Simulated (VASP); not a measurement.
# Ba2TaC2 (P-6m2) in VASP: a series of runs

The runs below take Ba2TaC2 through single point, with PBE.

Program: VASP 6.6.1. These are calculated values, not measurements. Logs are shortened: lines on timing, memory, paths and dates and some standing lists are left out, and cuts for length are marked.

## (1) The cell of the first run

The structure is hexagonal, space group P-6m2 (No. 187). The conventional cell has a = 4.454 Å, b = 4.454 Å, c = 6.910 Å, α = 90.00°, β = 90.00°, γ = 120.00°. Ba (site symmetry 3m) has 3 C at 2.57 Å and 3 Ta at 3.08 Å and 2 Ba at 3.41 to 3.50 Å within 3.6 Å. Within 4.1 Å of Ta (site symmetry -6m2) lie 6 Ba at 3.08 Å and 6 C at 3.11 Å. C (site symmetry 3m) has 3 Ba at 2.57 Å and 3 Ta at 3.11 Å and 2 C at 3.42 to 3.49 Å within 3.5 Å.

The cell was generated, and may not be a known phase.

## (2) Single point, PBE

Contents of INCAR:

```
PREC = Accurate
ENCUT = 700
EDIFF = 1E-6
ISMEAR = 0
SIGMA = 0.1
LREAL = False
LASPH = True
NELM = 120
ALGO = Normal
ISIF = 2
LWAVE = False
LCHARG = True
GGA = PE
LELF = True
LVHAR = True
NBANDS = 28
GGA_COMPAT = False
```

Contents of KPOINTS:

```
Automatic mesh
0
Gamma
  6 6 4
```

Contents of POSCAR:

```
Ba2TaC2
1.0
    4.4542058400      0.0000000000      0.0000000000
   -2.2271029200      3.8574554100      0.0000000000
    0.0000000000      0.0000000000      6.9096852000
Ba Ta C
2 1 2
Direct
    0.6666666700      0.3333333300      0.2466148100
    0.6666666700      0.3333333300      0.7533851900
    0.0000000000      0.0000000000      0.0000000000
    0.3333333300      0.6666666700      0.2525738900
    0.3333333300      0.6666666700      0.7474261100
```

Potentials or basis: VASP PAW PBE potentials, release 64 (Ba_sv, Ta_sv_GW, C).

On the command line:

```
cat potpaw_PBE.64/Ba_sv/POTCAR potpaw_PBE.64/Ta_sv_GW/POTCAR potpaw_PBE.64/C/POTCAR > POTCAR
mpirun -np 1 vasp_std > vasp.out
```

OUTCAR:

```text
PREC = Accurate
   ENCUT = 700
   EDIFF = 1E-6
   ISMEAR = 0
   LREAL = False
   LASPH = True
   NELM = 120
   ISIF = 2
   GGA = PE

 ion  position               nearest neighbor table
   1  0.667  0.333  0.247-   4 2.57   4 2.57   4 2.57   3 3.08   3 3.08   3 3.08   2 3.41   2 3.50

   2  0.667  0.333  0.753-   5 2.57   5 2.57   5 2.57   3 3.08   3 3.08   3 3.08   1 3.41   1 3.50

   3  0.000  0.000  0.000-   1 3.08   2 3.08   1 3.08   2 3.08   1 3.08   2 3.08
   4  0.333  0.667  0.253-   1 2.57   1 2.57   1 2.57
   5  0.333  0.667  0.747-   2 2.57   2 2.57   2 2.57

  LATTYP: Found a hexagonal cell.
 ALAT       =     4.4542058400
 C/A-ratio  =     1.5512720894

  Lattice vectors:

 A1 = (   4.4542058400,   0.0000000000,   0.0000000000)
 A2 = (  -2.2271029200,   3.8574554100,   0.0000000000)
 A3 = (   0.0000000000,   0.0000000000,   6.9096852000)

Analysis of symmetry for initial positions (statically):
=====================================================================
 Subroutine PRICEL returns:
 Original cell was already a primitive cell.

 Routine SETGRP: Setting up the symmetry group for a
 hexagonal supercell.

 Subroutine GETGRP returns: Found 12 space group operations
 (whereof 12 operations were pure point group operations)
 out of a pool of 24 trial point group operations.

The static configuration has the point symmetry D_3h.

Analysis of symmetry for dynamics (positions and initial velocities):
=====================================================================
 Subroutine PRICEL returns:
 Original cell was already a primitive cell.

 Routine SETGRP: Setting up the symmetry group for a
 hexagonal supercell.

 Subroutine GETGRP returns: Found 12 space group operations
 (whereof 12 operations were pure point group operations)
 out of a pool of 24 trial point group operations.

The dynamic configuration has the point symmetry D_3h.

 Subroutine INISYM returns: Found 12 space group operations
 (whereof 12 operations are pure point group operations),
 and found     1 'primitive' translations

----------------------------------------------------------------------------------------

                                     Primitive cell

  volume of cell :     118.7215

  direct lattice vectors                    reciprocal lattice vectors
     4.454205840  0.000000000  0.000000000     0.224506912  0.129619126  0.000000000
    -2.227102920  3.857455410  0.000000000     0.000000000  0.259238253  0.000000000
     0.000000000  0.000000000  6.909685200     0.000000000  0.000000000  0.144724394

  length of vectors
     4.454205840  4.454205839  6.909685200     0.259238253  0.259238253  0.144724394

  position of ions in fractional coordinates (direct lattice)
     0.666666670  0.333333330  0.246614810
     0.666666670  0.333333330  0.753385190
     0.000000000  0.000000000  0.000000000
     0.333333330  0.666666670  0.252573890
     0.333333330  0.666666670  0.747426110

  ion indices of the primitive-cell ions
   primitive index   ion index
                 1           1
                 2           2
                 3           3
                 4           4
                 5           5

----------------------------------------------------------------------------------------

 KPOINTS: Automatic mesh

Automatic generation of k-mesh.
 Grid dimensions read from file:
 generate k-points for:    6    6    4

 Generating k-lattice:

  Cartesian coordinates                     Fractional coordinates (reciprocal lattice)
     0.037417819  0.021603188  0.000000000     0.166666667  0.000000000  0.000000000
     0.000000000  0.043206375  0.000000000     0.000000000  0.166666667  0.000000000
     0.000000000  0.000000000  0.036181098     0.000000000  0.000000000  0.250000000

  Length of vectors
     0.043206375  0.043206375  0.036181098

  Shift w.r.t. Gamma in fractional coordinates (k-lattice)
     0.000000000  0.000000000  0.000000000

 Subroutine IBZKPT returns following result:
 ===========================================

 Found     21 irreducible k-points:

 Following reciprocal coordinates:
            Coordinates               Weight
  0.000000  0.000000  0.000000      1.000000
  0.166667  0.000000  0.000000      6.000000
  0.333333  0.000000  0.000000      6.000000
  0.500000  0.000000  0.000000      3.000000
  0.166667  0.166667  0.000000      6.000000
  0.333333  0.166667  0.000000     12.000000
[... 13 lines left out ...]
  0.333333  0.166667  0.500000     12.000000
  0.333333  0.333333  0.500000      2.000000
   k-points           NKPTS =     21   k-points in BZ     NKDIM =     21   number of bands    NBANDS=     28
   number of dos      NEDOS =    301   number of ions     NIONS =      5
   total plane-waves  NPLWV =  96000
   dimension x,y,z NGX =    40 NGY =   40 NGZ =   60
   dimension x,y,z NGXF=    80 NGYF=   80 NGZF=  120
   ions per type =               2   1   2
   NGX,Y,Z   is equivalent  to a cutoff of  14.93, 14.93, 14.44 a.u.
   NGXF,Y,Z  is equivalent  to a cutoff of  29.86, 29.86, 28.87 a.u.
 SYSTEM =  unknown system
   PREC   = accura    normal or accurate (medium, high low for compatibility)
   ISTART =      0    job   : 0-new  1-cont  2-samecut
   ICHARG =      2    charge: 1-file 2-atom 10-const
   ISPIN  =      1    spin polarized calculation?
   LNONCOLLINEAR =      F non collinear calculations
   LSORBIT =      F    spin-orbit coupling
   LASPH  =      T    aspherical Exc in radial PAW
   ENCUT  =  700.0 eV  51.45 Ry    7.17 a.u.   9.61  9.61 14.91*2*pi/ulx,y,z
   NELM   =    120;   NELMIN=  2; NELMDL= -5     # of ELM steps
   EDIFF  = 0.1E-05   stopping-criterion for ELM
   LREAL  =      F    real-space projection
   EDIFFG = 0.1E-04   stopping-criterion for IOM
   NSW    =      0    number of steps for IOM
   IBRION =     -1    ionic relax: 0-MD 1-quasi-New 2-CG
   NFREE  =      0    steps in history (QN), initial steepest desc. (CG)
   ISIF   =      2    stress and relaxation
   ISYM   =      2    0-nonsym 1-usesym 2-fastsym
   POTIM  = 0.5000    time-step for ionic-motion
   TEBEG  =    0.0;   TEEND  =   0.0 temperature during run
   PSTRESS=    0.0 pullay stress
   NELECT =      41.0000    total number of electrons
   NUPDOWN=      -1.0000    fix difference up-down
   EMIN   =  10.00;   EMAX   =-10.00  energy-range for DOS
   EFERMI =   0.00;   METHOD = LEGACY
   ISMEAR =     0;   SIGMA  =   0.10  broadening in eV -4-tet -1-fermi 0-gaus
   EFERMI_NEDOS =   21; number of points for ismear=-14 and -15
   IALGO  =     38    algorithm
   IMIX   =      4    mixing-type and parameters
     AMIX     =   0.40;   BMIX     =  1.00
     AMIX_MAG =   1.60;   BMIX_MAG =  1.00
  volume/ion in A,a.u.               =      23.74       160.23
  Fermi-wavevector in a.u.,A,eV,Ry     =   1.148576  2.170493 17.949162  1.319226
  Thomas-Fermi vector in A             =   2.285250
   LORBIT       =      0    0 simple, 1 ext, 2 COOP (PROOUT), +10 PAW based schemes
   GGA     = PE    functional components
   LHFCALC =     F    Hartree Fock is set to
   AEXX    =    0.0000 exact exchange contribution
   IVDW    =     0    specifies the selected vdW correction
   LEPSILON=     F    determine dielectric tensor
   LRPA    =     F    only Hartree local field effects (RPA)
 non-spin polarized calculation
 Gauss-broadening in eV      SIGMA  =   0.10
  energy-cutoff  :      700.00
  volume of cell :      118.72
 maximum number of plane-waves:      5069
 NGX is ok and might be reduce to    40
   NGX = 19   NGY = 19   NGZ = 29

 number of electron      41.0000001 magnetization

 Free energy of the ion-electron system (eV)
  ---------------------------------------------------
  ext. energy  EPLUGINS =         0.00000000
  ---------------------------------------------------
  free energy    TOTEN  =       -24.11467655 eV

  energy without entropy =      -24.07862686  energy(sigma->0) =      -24.09665170

 E-fermi :   3.7649     XC(G=0):  -9.7288

 val. band max:        3.7547988086   @ k =   0.1667   0.0000   0.5000
 cond. band min:       3.7799532780   @ k =   0.1667   0.0000   0.2500
 fundamental gap:      0.0251544695
 Fermi energy:         3.7649384766

 k-point     1 :       0.0000    0.0000    0.0000
  band No.  band energies     occupation
      1     -64.9283      2.00000
      2     -31.3626      2.00000
      3     -31.3626      2.00000
      4     -31.3565      2.00000
      5     -23.3586      2.00000
      6     -23.0592      2.00000
[... 20 lines left out ...]
     27       7.4752      0.00000
     28       8.1268      0.00000

 k-point     2 :       0.1667    0.0000    0.0000
  band No.  band energies     occupation
      1     -64.9282      2.00000
      2     -31.3665      2.00000
      3     -31.3633      2.00000
      4     -31.3552      2.00000
      5     -23.3405      2.00000
      6     -23.0518      2.00000
[... 20 lines left out ...]
     27       7.2255      0.00000
     28       8.0382      0.00000

 k-point     3 :       0.3333    0.0000    0.0000
  band No.  band energies     occupation
      1     -64.9282      2.00000
      2     -31.3743      2.00000
      3     -31.3647      2.00000
      4     -31.3526      2.00000
      5     -23.3041      2.00000
      6     -23.0370      2.00000
[... 20 lines left out ...]
     27       6.0864      0.00000
     28       6.9157      0.00000

 k-point     4 :       0.5000    0.0000    0.0000
  band No.  band energies     occupation
      1     -64.9281      2.00000
      2     -31.3782      2.00000
      3     -31.3654      2.00000
      4     -31.3513      2.00000
      5     -23.2859      2.00000
      6     -23.0295      2.00000
[... 20 lines left out ...]
     27       6.2446      0.00000
     28       6.3162      0.00000

 k-point     5 :       0.1667    0.1667    0.0000
  band No.  band energies     occupation
      1     -64.9282      2.00000
      2     -31.3718      2.00000
      3     -31.3650      2.00000
      4     -31.3533      2.00000
      5     -23.3133      2.00000
      6     -23.0407      2.00000
[... 20 lines left out ...]
     27       6.0649      0.00000
     28       7.7535      0.00000

 k-point     6 :       0.3333    0.1667    0.0000
  band No.  band energies     occupation
      1     -64.9281      2.00000
      2     -31.3767      2.00000
      3     -31.3670      2.00000
      4     -31.3513      2.00000
      5     -23.2859      2.00000
      6     -23.0295      2.00000
[... 370 lines left out ...]
      5     -23.1800      2.00000
      6     -23.1417      2.00000
[... 20 lines left out ...]
     27       6.6945      0.00000
     28       7.1599      0.00000

 k-point    19 :       0.1667    0.1667    0.5000
  band No.  band energies     occupation
      1     -64.9282      2.00000
      2     -31.3718      2.00000
      3     -31.3650      2.00000
      4     -31.3533      2.00000
      5     -23.2072      2.00000
      6     -23.1537      2.00000
[... 20 lines left out ...]
     27       7.2623      0.00000
     28       8.0433      0.00000

 k-point    20 :       0.3333    0.1667    0.5000
  band No.  band energies     occupation
      1     -64.9281      2.00000
      2     -31.3767      2.00000
      3     -31.3670      2.00000
      4     -31.3513      2.00000
      5     -23.1801      2.00000
      6     -23.1417      2.00000
[... 20 lines left out ...]
     27       6.3030      0.00000
     28       7.5933      0.00000

 k-point    21 :       0.3333    0.3333    0.5000
  band No.  band energies     occupation
      1     -64.9281      2.00000
      2     -31.3765      2.00000
      3     -31.3694      2.00000
      4     -31.3507      2.00000
      5     -23.1711      2.00000
      6     -23.1376      2.00000
[... 20 lines left out ...]
     27       5.7018      0.00000
     28       6.7196      0.00000

------------------------ aborting loop because EDIFF is reached ----------------------------------------

  FORCE on cell =-STRESS in cart. coord.  units (eV):
  Direction    XX          YY          ZZ          XY          YZ          ZX
  --------------------------------------------------------------------------------------
  -------------------------------------------------------------------------------------
  Total        2.5985166      2.5985166      3.8721015      0.0000000      0.0000000      0.0000000
  in kB       35.0676460     35.0676460     52.2549998      0.0000000      0.0000000      0.0000000
  external PRESSURE =      40.7967639 kB  Pullay stress =       0.0000000 kB

 VOLUME and BASIS-vectors are now :
 -----------------------------------------------------------------------------
  energy-cutoff  :      700.00
  volume of cell :      118.72
      direct lattice vectors                 reciprocal lattice vectors
     4.454205840  0.000000000  0.000000000     0.224506912  0.129619126  0.000000000
    -2.227102920  3.857455410  0.000000000     0.000000000  0.259238253  0.000000000
     0.000000000  0.000000000  6.909685200     0.000000000  0.000000000  0.144724394

 POSITION                                       TOTAL-FORCE (eV/Angst)
 -----------------------------------------------------------------------------------
      2.22710      1.28582      1.70403         0.000000      0.000000      1.942037
      2.22710      1.28582      5.20565        -0.000000      0.000000     -1.942037
      0.00000      0.00000      0.00000         0.000000     -0.000000      0.000000
     -0.00000      2.57164      1.74521         0.000000     -0.000000     -1.576152
     -0.00000      2.57164      5.16448        -0.000000     -0.000000      1.576152
 -----------------------------------------------------------------------------------
    total drift:                               -0.000009      0.000005     -0.000000

  FREE ENERGIE OF THE ION-ELECTRON SYSTEM (eV)
  ---------------------------------------------------
  free  energy   TOTEN  =       -24.1146765453 eV

  energy  without entropy=      -24.0786268622  energy(sigma->0) =      -24.09665170
```

Wall time 95 s (1 thread of Intel Xeon 6975P-C (Granite Rapids), shared host); peak memory 0.37 GiB.

What came out:

* Free energy: -24.1147 eV
* Pressure: 4.1 GPa
* Largest force: 1.942 eV/Å
* Band gap on the k mesh: zero (an odd number of electrons rules out a gap without spin polarisation)

Forces on the atoms (eV/Å):
```
Ba   0.000  0.000  1.942
Ba   0.000  0.000 -1.942
Ta   0.000  0.000  0.000
C    0.000  0.000 -1.576
C    0.000  0.000  1.576
```

Caveat: the cell stands under pressure; spin-orbit coupling is left out, which moves the levels of the heavy elements; forces of over 1 eV/Å act on the atoms, so gaps and moduli don't describe the material at rest.

## (3) Single point, PBE

This run uses another cell than the first one, of 23.19 Å³/atom.

Contents of INCAR:

```
SYSTEM = Ba2TaC2
  ALGO = Normal
  EDIFF = 1E-6
  ENCUT = 700
  GGA = PE
  GGA_COMPAT = .False.
  ISIF = 2
  ISMEAR = 0
  LASPH = .True.
  LCHARG = .False.
  LREAL = .False.
  LWAVE = .False.
  NBANDS = 28
  NELM = 120
  PREC = Accurate
  SIGMA = 0.1
```

Contents of KPOINTS:

```
k-points
0
Gamma
  6 6 4
  0 0 0
```

Contents of POSCAR:

```
Ba2TaC2
1.0
    3.6281223535      0.0000000000      0.0000000000
   -1.8140611767      3.1420461262      0.0000000000
    0.0000000000      0.0000000000     10.1714850938
Ba Ta C
2 1 2
Direct
    0.6666666667      0.3333333333      0.2739121552
    0.6666666667      0.3333333333      0.7260878448
    0.0000000000      0.0000000000      0.0000000000
    0.3333333333      0.6666666667      0.0794527775
    0.3333333333      0.6666666667      0.9205472225
```

Potentials or basis: VASP PAW PBE potentials, release 64 (Ba_sv, Ta_sv_GW, C).

On the command line:

```
cat potpaw_PBE.64/Ba_sv/POTCAR potpaw_PBE.64/Ta_sv_GW/POTCAR potpaw_PBE.64/C/POTCAR > POTCAR
mpirun -np 1 vasp_std > vasp.out
```

Wall time 3.2 min (1 thread of Intel Xeon 6975P-C (Granite Rapids), shared host); peak memory 0.35 GiB.

The run converged. Its results:

- Free energy: -35.7145 eV
- Pressure: 0.9 GPa
- Largest force: 0.157 eV/Å
- Band gap on the k mesh: zero (an odd number of electrons rules out a gap without spin polarisation)

Forces on the atoms (eV/Å):
```
Ba   0.000  0.000  0.157
Ba   0.000  0.000 -0.157
Ta   0.000  0.000  0.000
C    0.000  0.000 -0.087
C    0.000  0.000  0.087
```

Stress tensor (GPa, compression positive):
```
0.86 0.00 0.00
0.00 0.86 0.00
0.00 0.00 1.12
```

Levels at points of the mesh, in eV from the Fermi level:
```tsv
k point	band 19	band 20	band 21	band 22	band 23	band 24
(0.00, 0.00, 0.00)	-1.22	-0.88	-0.46	0.05	2.34	2.47
(0.50, 0.00, 0.00)	-1.73	-1.51	-0.50	0.81	0.97	1.86
(0.00, 0.00, 0.50)	-1.22	-1.22	-0.01	0.08	2.18	2.40
(0.50, 0.00, 0.50)	-1.92	-1.41	-0.59	0.59	1.05	1.99
```

Caveat: spin-orbit coupling is left out, which moves the levels of the heavy elements.

## (4) Single point, PBE

This run uses another cell than the first one, of 23.29 Å³/atom.

Contents of INCAR:

```
SYSTEM = Ba2TaC2
  PREC = Accurate
  ENCUT = 700
  EDIFF = 1E-6
  ISMEAR = 0
  SIGMA = 0.1
  LREAL = .False.
  LASPH = .True.
  NELM = 120
  ALGO = Normal
  ISIF = 2
  LWAVE = .False.
  LCHARG = .True.
  GGA = PE
  LELF = .True.
  LVHAR = .True.
  NBANDS = 28
  GGA_COMPAT = .False.
```

Contents of KPOINTS:

```
regular mesh
0
Gamma
  12 12 4
  0 0 0
```

Contents of POSCAR:

```
Ba2TaC2
1.0
    3.6231873536      0.0000000000      0.0000000000
   -1.8115936768      3.1377722909      0.0000000000
    0.0000000000      0.0000000000     10.2421376039
Ba Ta C
2 1 2
Direct
    0.6666666667      0.3333333333      0.2731308158
    0.6666666667      0.3333333333      0.7268691842
    0.0000000000      0.0000000000      0.0000000000
    0.3333333333      0.6666666667      0.0793263313
    0.3333333333      0.6666666667      0.9206736687
```

On the command line:

```
cat potpaw_PBE.64/Ba_sv/POTCAR potpaw_PBE.64/Ta_sv_GW/POTCAR potpaw_PBE.64/C/POTCAR > POTCAR
mpirun -np 1 vasp_std > vasp.out
```

Run time: 2.1 min. Hardware: 1 thread of Intel Xeon 6975P-C (Granite Rapids), shared host; peak memory 0.49 GiB.

The run converged. Its results:

```
Free energy            : -35.6916 eV
Pressure               : 0.9 GPa
Largest force          : 0.171 eV/Å
Band gap on the k mesh : zero (an odd number of electrons rules out a gap without spin polarisation)
```

Forces in eV/Å, atoms in the order of the input:
```
Ba   0.000  0.000  0.171
Ba   0.000  0.000 -0.171
Ta   0.000  0.000  0.000
C    0.000  0.000 -0.089
C    0.000  0.000  0.089
```

Stress tensor (GPa, compression positive):
```
0.80 0.00 0.00
0.00 0.80 0.00
0.00 0.00 1.11
```

Levels at points of the mesh, in eV from the Fermi level:
```tsv
k point	band 19	band 20	band 21	band 22	band 23	band 24
(0.00, 0.00, 0.00)	-1.26	-0.88	-0.48	0.05	2.32	2.47
(0.50, 0.00, 0.00)	-1.78	-1.52	-0.53	0.81	0.99	1.83
(0.00, 0.00, 0.50)	-1.26	-1.26	-0.03	0.06	2.16	2.38
(0.50, 0.00, 0.50)	-1.96	-1.43	-0.61	0.61	1.03	1.94
```

Caveat: spin-orbit coupling is left out, which moves the levels of the heavy elements.

## (5) The runs side by side

```tsv
cell	k mesh	gap on the mesh (eV)	pressure (GPa)	largest force (eV/Å)
a = 4.454, b = 4.454, c = 6.910 Å, angles 90.0, 90.0, 120.0°, 5 atoms, atomic positions A	6 × 6 × 4	none	4.1	1.94
a = 3.628, b = 3.628, c = 10.171 Å, angles 90.0, 90.0, 120.0°, 5 atoms, atomic positions B	6 × 6 × 4	none	0.9	0.16
a = 3.623, b = 3.623, c = 10.242 Å, angles 90.0, 90.0, 120.0°, 5 atoms, atomic positions C	12 × 12 × 4	none	0.9	0.17
```

Alike in all rows: task single point; level PBE; potentials or basis VASP PAW PBE potentials, release 64 (Ba_sv, Ta_sv_GW, C); no spin polarisation; cutoff (eV) 700; smearing gaussian 0.1 eV.

Caveats: spin-orbit coupling is left out, which moves the levels of the heavy elements; the cell stands under pressure (at least some runs); forces of over 1 eV/Å act on the atoms, so gaps and moduli don't describe the material at rest (at least some runs).

Total energies depend on the potentials used, so only differences within one code and one set of settings carry meaning.

The gap in the log of VASP goes by the Fermi energy; the results here count the filled bands.